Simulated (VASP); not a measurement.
# BeSnI3 (Pm-3m) in VASP: single point with PBE

Aim: the single point of BeSnI3 with PBE.

Everything below comes from runs of VASP 6.6.1. Logs are shortened: lines on timing, memory, paths and dates and some standing lists are left out, and cuts for length are marked.

### Step 1. The cell of the first run

Symmetry: Pm-3m, No. 221, cubic system. The conventional cell has a = 6.257 Å, b = 6.257 Å, c = 6.257 Å, α = 90.00°, β = 90.00°, γ = 90.00°. Within 4.1 Å of Sn (site symmetry m-3m) lie 6 I at 3.13 Å. Within 4.1 Å of I (site symmetry 4/mmm) lie 2 Sn at 3.13 Å. Be (site symmetry m-3m) has 12 I at 4.42 Å and 8 Sn at 5.42 Å within 5.8 Å.

### Step 2. Single point, PBE

INCAR reads:

```
ALGO = Normal
EDIFF = 1E-6
ENCUT = 520
GGA = PE
ISIF = 2
ISMEAR = 1
LASPH = T
LCHARG = T
LELF = T
LREAL = F
LVHAR = T
LWAVE = F
NBANDS = 26
NELM = 100
PREC = Accurate
SIGMA = 0.0323
```

KPOINTS reads:

```
k-points
0
Gamma
  6 6 6
```

POSCAR reads:

```
BeSnI3
1.0
    6.2571850000      0.0000000000      0.0000000000
    0.0000000000      6.2571850000      0.0000000000
    0.0000000000      0.0000000000      6.2571850000
Sn I Be
1 3 1
Direct
    0.5000000000      0.5000000000      0.5000000000
    0.0000000000      0.5000000000      0.5000000000
    0.5000000000      0.0000000000      0.5000000000
    0.5000000000      0.5000000000      0.0000000000
    0.0000000000      0.0000000000      0.0000000000
```

Potentials or basis: VASP PAW PBE potentials, release 64 (Sn_d, I, Be).

The run is started by

```bash
$ cat potpaw_PBE.64/Sn_d/POTCAR potpaw_PBE.64/I/POTCAR potpaw_PBE.64/Be/POTCAR > POTCAR
$ mpirun -np 1 vasp_std > vasp.out
```

OUTCAR:

```text
EDIFF = 1E-6
   ENCUT = 520
   GGA = PE
   ISIF = 2
   ISMEAR = 1
   LASPH = T
   LREAL = F
   NELM = 100
   PREC = Accurate

 ion  position               nearest neighbor table
   1  0.500  0.500  0.500-   2 3.13   3 3.13   4 3.13   4 3.13   3 3.13   2 3.13
   2  0.000  0.500  0.500-   1 3.13   1 3.13
   3  0.500  0.000  0.500-   1 3.13   1 3.13
   4  0.500  0.500  0.000-   1 3.13   1 3.13
   5  0.000  0.000  0.000-

  LATTYP: Found a simple cubic cell.
 ALAT       =     6.2571850000

  Lattice vectors:

 A1 = (   6.2571850000,   0.0000000000,   0.0000000000)
 A2 = (   0.0000000000,   6.2571850000,   0.0000000000)
 A3 = (   0.0000000000,   0.0000000000,   6.2571850000)

Analysis of symmetry for initial positions (statically):
=====================================================================
 Subroutine PRICEL returns:
 Original cell was already a primitive cell.

 Routine SETGRP: Setting up the symmetry group for a
 simple cubic supercell.

 Subroutine GETGRP returns: Found 48 space group operations
 (whereof 48 operations were pure point group operations)
 out of a pool of 48 trial point group operations.

The static configuration has the point symmetry O_h .

Analysis of symmetry for dynamics (positions and initial velocities):
=====================================================================
 Subroutine PRICEL returns:
 Original cell was already a primitive cell.

 Routine SETGRP: Setting up the symmetry group for a
 simple cubic supercell.

 Subroutine GETGRP returns: Found 48 space group operations
 (whereof 48 operations were pure point group operations)
 out of a pool of 48 trial point group operations.

The dynamic configuration has the point symmetry O_h .

 Subroutine INISYM returns: Found 48 space group operations
 (whereof 48 operations are pure point group operations),
 and found     1 'primitive' translations

----------------------------------------------------------------------------------------

                                     Primitive cell

  volume of cell :     244.9836

  direct lattice vectors                    reciprocal lattice vectors
     6.257185000  0.000000000  0.000000000     0.159816275  0.000000000  0.000000000
     0.000000000  6.257185000  0.000000000     0.000000000  0.159816275  0.000000000
     0.000000000  0.000000000  6.257185000     0.000000000  0.000000000  0.159816275

  length of vectors
     6.257185000  6.257185000  6.257185000     0.159816275  0.159816275  0.159816275

  position of ions in fractional coordinates (direct lattice)
     0.500000000  0.500000000  0.500000000
     0.000000000  0.500000000  0.500000000
     0.500000000  0.000000000  0.500000000
     0.500000000  0.500000000  0.000000000
     0.000000000  0.000000000  0.000000000

  ion indices of the primitive-cell ions
   primitive index   ion index
                 1           1
                 2           2
                 3           3
                 4           4
                 5           5

----------------------------------------------------------------------------------------

 KPOINTS: k-points

Automatic generation of k-mesh.
 Grid dimensions read from file:
 generate k-points for:    6    6    6

 Generating k-lattice:

  Cartesian coordinates                     Fractional coordinates (reciprocal lattice)
     0.026636046  0.000000000  0.000000000     0.166666667  0.000000000  0.000000000
     0.000000000  0.026636046  0.000000000     0.000000000  0.166666667  0.000000000
     0.000000000  0.000000000  0.026636046     0.000000000  0.000000000  0.166666667

  Length of vectors
     0.026636046  0.026636046  0.026636046

  Shift w.r.t. Gamma in fractional coordinates (k-lattice)
     0.000000000  0.000000000  0.000000000

 Subroutine IBZKPT returns following result:
 ===========================================

 Found     20 irreducible k-points:

 Following reciprocal coordinates:
            Coordinates               Weight
  0.000000  0.000000  0.000000      1.000000
  0.166667  0.000000  0.000000      6.000000
  0.333333  0.000000  0.000000      6.000000
  0.500000  0.000000  0.000000      3.000000
  0.166667  0.166667  0.000000     12.000000
  0.333333  0.166667  0.000000     24.000000
[... 12 lines left out ...]
  0.500000  0.500000  0.333333      6.000000
  0.500000  0.500000  0.500000      1.000000
   k-points           NKPTS =     20   k-points in BZ     NKDIM =     20   number of bands    NBANDS=     26
   number of dos      NEDOS =    301   number of ions     NIONS =      5
   total plane-waves  NPLWV = 110592
   dimension x,y,z NGX =    48 NGY =   48 NGZ =   48
   dimension x,y,z NGXF=    96 NGYF=   96 NGZF=   96
   ions per type =               1   3   1
   NGX,Y,Z   is equivalent  to a cutoff of  12.75, 12.75, 12.75 a.u.
   NGXF,Y,Z  is equivalent  to a cutoff of  25.51, 25.51, 25.51 a.u.
 SYSTEM =  unknown system
   PREC   = accura    normal or accurate (medium, high low for compatibility)
   ISTART =      0    job   : 0-new  1-cont  2-samecut
   ICHARG =      2    charge: 1-file 2-atom 10-const
   ISPIN  =      1    spin polarized calculation?
   LNONCOLLINEAR =      F non collinear calculations
   LSORBIT =      F    spin-orbit coupling
   LASPH  =      T    aspherical Exc in radial PAW
   ENCUT  =  520.0 eV  38.22 Ry    6.18 a.u.  11.63 11.63 11.63*2*pi/ulx,y,z
   NELM   =    100;   NELMIN=  2; NELMDL= -5     # of ELM steps
   EDIFF  = 0.1E-05   stopping-criterion for ELM
   LREAL  =      F    real-space projection
   EDIFFG = 0.1E-04   stopping-criterion for IOM
   NSW    =      0    number of steps for IOM
   IBRION =     -1    ionic relax: 0-MD 1-quasi-New 2-CG
   NFREE  =      0    steps in history (QN), initial steepest desc. (CG)
   ISIF   =      2    stress and relaxation
   ISYM   =      2    0-nonsym 1-usesym 2-fastsym
   POTIM  = 0.5000    time-step for ionic-motion
   TEBEG  =    0.0;   TEEND  =   0.0 temperature during run
   PSTRESS=    0.0 pullay stress
   NELECT =      37.0000    total number of electrons
   NUPDOWN=      -1.0000    fix difference up-down
   EMIN   =  10.00;   EMAX   =-10.00  energy-range for DOS
   EFERMI =   0.00;   METHOD = LEGACY
   ISMEAR =     1;   SIGMA  =   0.03  broadening in eV -4-tet -1-fermi 0-gaus
   EFERMI_NEDOS =   21; number of points for ismear=-14 and -15
   IALGO  =     38    algorithm
   IMIX   =      4    mixing-type and parameters
     AMIX     =   0.40;   BMIX     =  1.00
     AMIX_MAG =   1.60;   BMIX_MAG =  1.00
  volume/ion in A,a.u.               =      49.00       330.65
  Fermi-wavevector in a.u.,A,eV,Ry     =   0.871826  1.647512 10.341521  0.760080
  Thomas-Fermi vector in A             =   1.990989
   LORBIT       =      0    0 simple, 1 ext, 2 COOP (PROOUT), +10 PAW based schemes
   GGA     = PE    functional components
   LHFCALC =     F    Hartree Fock is set to
   AEXX    =    0.0000 exact exchange contribution
   IVDW    =     0    specifies the selected vdW correction
   LEPSILON=     F    determine dielectric tensor
   LRPA    =     F    only Hartree local field effects (RPA)
 non-spin polarized calculation
 Methfessel and Paxton  Order N= 1 SIGMA  =   0.03
  energy-cutoff  :      520.00
  volume of cell :      244.98
 maximum number of plane-waves:      6704
 NGX is ok and might be reduce to    48
   NGX = 23   NGY = 23   NGZ = 23

 number of electron      36.9999981 magnetization

 Free energy of the ion-electron system (eV)
  ---------------------------------------------------
  ext. energy  EPLUGINS =         0.00000000
  ---------------------------------------------------
  free energy    TOTEN  =        -9.82838711 eV

  energy without entropy =       -9.82820315  energy(sigma->0) =       -9.82832579

 E-fermi :   0.4292     XC(G=0):  -6.9564

 val. band max:        0.4253266035   @ k =   0.5000   0.3333   0.1667
 cond. band min:       0.4565940294   @ k =   0.3333   0.1667   0.1667
 fundamental gap:      0.0312674259
 Fermi energy:         0.4292322871

 k-point     1 :       0.0000    0.0000    0.0000
  band No.  band energies     occupation
      1     -20.8228      2.00000
      2     -20.8228      2.00000
      3     -20.8044      2.00000
      4     -20.8044      2.00000
      5     -20.8044      2.00000
      6     -11.4338      2.00000
[... 18 lines left out ...]
     25       6.0672      0.00000
     26       6.1703      0.00000

 k-point     2 :       0.1667    0.0000    0.0000
  band No.  band energies     occupation
      1     -20.8228      2.00000
      2     -20.8225      2.00000
      3     -20.8044      2.00000
      4     -20.8044      2.00000
      5     -20.8044      2.00000
      6     -11.3983      2.00000
[... 18 lines left out ...]
     25       5.9547      0.00000
     26       6.1247      0.00000

 k-point     3 :       0.3333    0.0000    0.0000
  band No.  band energies     occupation
      1     -20.8228      2.00000
      2     -20.8219      2.00000
      3     -20.8045      2.00000
      4     -20.8045      2.00000
      5     -20.8044      2.00000
      6     -11.3074      2.00000
[... 18 lines left out ...]
     25       5.8741      0.00000
     26       6.2609      0.00000

 k-point     4 :       0.5000    0.0000    0.0000
  band No.  band energies     occupation
      1     -20.8228      2.00000
      2     -20.8217      2.00000
      3     -20.8045      2.00000
      4     -20.8045      2.00000
      5     -20.8044      2.00000
      6     -11.2388      2.00000
[... 18 lines left out ...]
     25       5.8444      0.00000
     26       6.3450      0.00000

 k-point     5 :       0.1667    0.1667    0.0000
  band No.  band energies     occupation
      1     -20.8226      2.00000
      2     -20.8224      2.00000
      3     -20.8044      2.00000
      4     -20.8044      2.00000
      5     -20.8044      2.00000
      6     -11.3635      2.00000
[... 18 lines left out ...]
     25       5.8248      0.00000
     26       6.4234      0.00000

 k-point     6 :       0.3333    0.1667    0.0000
  band No.  band energies     occupation
      1     -20.8226      2.00000
      2     -20.8218      2.00000
      3     -20.8045      2.00000
      4     -20.8045      2.00000
      5     -20.8044      2.00000
      6     -11.2741      2.00000
[... 311 lines left out ...]
 k-point    17 :       0.3333    0.3333    0.3333
  band No.  band energies     occupation
      1     -20.8215      2.00000
      2     -20.8215      2.00000
      3     -20.8046      2.00000
      4     -20.8045      2.00000
      5     -20.8045      2.00000
      6     -11.0934      2.00000
[... 18 lines left out ...]
     25       3.9760      0.00000
     26       7.5115      0.00000

 k-point    18 :       0.5000    0.3333    0.3333
  band No.  band energies     occupation
      1     -20.8215      2.00000
      2     -20.8212      2.00000
      3     -20.8046      2.00000
      4     -20.8046      2.00000
      5     -20.8045      2.00000
      6     -11.0337      2.00000
[... 18 lines left out ...]
     25       4.0226      0.00000
     26       7.6005      0.00000

 k-point    19 :       0.5000    0.5000    0.3333
  band No.  band energies     occupation
      1     -20.8214      2.00000
      2     -20.8211      2.00000
      3     -20.8046      2.00000
      4     -20.8046      2.00000
      5     -20.8046      2.00000
      6     -10.9713      2.00000
[... 18 lines left out ...]
     25       3.9866      0.00000
     26       7.6502      0.00000

 k-point    20 :       0.5000    0.5000    0.5000
  band No.  band energies     occupation
      1     -20.8211      2.00000
      2     -20.8211      2.00000
      3     -20.8046      2.00000
      4     -20.8046      2.00000
      5     -20.8046      2.00000
      6     -10.9559      2.00000
[... 18 lines left out ...]
     25       4.0729      0.00000
     26       7.5002      0.00000

------------------------ aborting loop because EDIFF is reached ----------------------------------------

  FORCE on cell =-STRESS in cart. coord.  units (eV):
  Direction    XX          YY          ZZ          XY          YZ          ZX
  --------------------------------------------------------------------------------------
  -------------------------------------------------------------------------------------
  Total       -1.9424891     -1.9424891     -1.9424891     -0.0000000     -0.0000000      0.0000000
  in kB      -12.7037571    -12.7037571    -12.7037571     -0.0000000     -0.0000000      0.0000000
  external PRESSURE =     -12.7037571 kB  Pullay stress =       0.0000000 kB

 VOLUME and BASIS-vectors are now :
 -----------------------------------------------------------------------------
  energy-cutoff  :      520.00
  volume of cell :      244.98
      direct lattice vectors                 reciprocal lattice vectors
     6.257185000  0.000000000  0.000000000     0.159816275  0.000000000  0.000000000
     0.000000000  6.257185000  0.000000000     0.000000000  0.159816275  0.000000000
     0.000000000  0.000000000  6.257185000     0.000000000  0.000000000  0.159816275

 POSITION                                       TOTAL-FORCE (eV/Angst)
 -----------------------------------------------------------------------------------
      3.12859      3.12859      3.12859         0.000000      0.000000      0.000000
      0.00000      3.12859      3.12859         0.000000      0.000000      0.000000
      3.12859      0.00000      3.12859         0.000000      0.000000      0.000000
      3.12859      3.12859      0.00000         0.000000      0.000000      0.000000
      0.00000      0.00000      0.00000         0.000000      0.000000      0.000000
 -----------------------------------------------------------------------------------
    total drift:                                0.000000     -0.000000     -0.000000

  FREE ENERGIE OF THE ION-ELECTRON SYSTEM (eV)
  ---------------------------------------------------
  free  energy   TOTEN  =        -9.8283871097 eV

  energy  without entropy=       -9.8282031454  energy(sigma->0) =       -9.82832579
```

Wall time 1.9 min (1 thread of AMD EPYC 7R13 (Zen 3), shared host); peak memory 0.37 GiB.

Results:

| Quantity | Value |
| --- | --- |
| Free energy | -9.8284 eV |
| Pressure | -1.3 GPa |

Levels at points of the mesh, in eV from the Fermi level:
```tsv
k point	band 16	band 17	band 18	band 19	band 20	band 21	band 22	band 23
(0.00, 0.00, 0.00)	-0.78	-0.78	-0.78	-0.57	3.63	3.63	3.63	5.64
(0.50, 0.00, 0.00)	-0.76	-0.76	-0.36	-0.03	2.36	2.91	3.42	3.42
(0.50, 0.50, 0.00)	-1.04	-0.25	-0.05	0.41	1.94	1.94	3.14	3.36
(0.50, 0.50, 0.50)	-0.25	-0.25	-0.25	1.14	1.53	1.53	1.53	3.64
```

Caveat: spin-orbit coupling is left out, which moves the levels of the heavy elements; an odd number of electrons without spin polarisation forces a metal; a magnetic or distorted state may lie lower.
